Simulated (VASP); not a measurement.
Input of a VASP 6.6.1 run:

Contents of INCAR:

```
SYSTEM = HgTe
PREC     = Accurate       ! precision mode
ENCUT    = 520            ! plane-wave cutoff, eV
EDIFF    = 1E-6           ! SCF threshold, eV
ISMEAR   = -1             ! smearing method
SIGMA    = 0.05           ! smearing width, eV
LREAL    = .FALSE.        ! projectors in reciprocal space
LASPH    = .TRUE.         ! aspherical terms in the spheres
NELM     = 80             ! most SCF steps
ALGO     = Normal         ! electronic algorithm
ISIF     = 2              ! what is computed and relaxed
LWAVE    = .FALSE.        ! write WAVECAR
LCHARG   = .FALSE.        ! write CHGCAR
GGA      = PE             ! functional
NBANDS   = 16             ! bands
```

KPOINTS

```
regular mesh
0
G
  3 3 3
  0 0 0
```

Contents of POSCAR:

```
HgTe
1.0
    0.0000000000      3.2145000000      3.2145000000
    3.2145000000      0.0000000000      3.2145000000
    3.2145000000      3.2145000000      0.0000000000
Hg Te
1 1
Direct
    0.0000000000      0.0000000000      0.0000000000
    0.7500000000      0.7500000000      0.7500000000
```

Potentials or basis: VASP PAW PBE potentials, release 64 (Hg, Te).

Command:

```console
$ cat potpaw_PBE.64/Hg/POTCAR potpaw_PBE.64/Te/POTCAR > POTCAR
$ mpirun -np 1 vasp_std > vasp.out
```

Question: Estimate the band gap on the k mesh.

Answer: Zero (filled and empty bands touch).

Question: Predict the pressure.

Answer: 6.1 GPa.

Caveat: the k points lie up to 0.56 Å⁻¹ apart; spin-orbit coupling is left out, which moves the levels of the heavy elements.
